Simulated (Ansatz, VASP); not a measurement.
One calculation of PtSe, two programs

```
CELL_PARAMETERS angstrom
0.00000 2.68406 2.68406
2.68406 0.00000 2.68406
2.68406 2.68406 0.00000
ATOMIC_POSITIONS crystal
Pt 0.50000 0.50000 0.50000
Se 0.00000 0.00000 0.00000
```

Alike in both runs: task single point; functional PBEsol; k mesh 10 × 10 × 10; occupations gaussian, width 0.05 eV; collinear spin.

|  | VASP | Ansatz |
| --- | --- | --- |
| version | VASP 6.6.1 | Ansatz 0.2.0 |
| potentials or method | VASP PAW PBE potentials, release 64 (Pt, Se), cutoff 520 eV | scalar-relativistic, plane waves, PAW |
| valence electrons in the cell | 16 | 34 |

```csv
,VASP,Ansatz,Ansatz less VASP
gap on the k mesh at the Fermi level (eV),none,none,-
pressure (GPa),-10.7,-10.7,+0.03
net moment per atom (μB),0.00,0.00,0.000
```

VASP's potentials were made for PBE, not for PBEsol. A gap of «none» marks a metal or a gap that the smearing closes. VASP's potentials hold 16 valence electrons a cell and Ansatz's 34, so a difference there can come from the potentials and not from the codes. Ansatz's warnings: seeded moment not kept.

Neither program's run includes spin-orbit coupling.
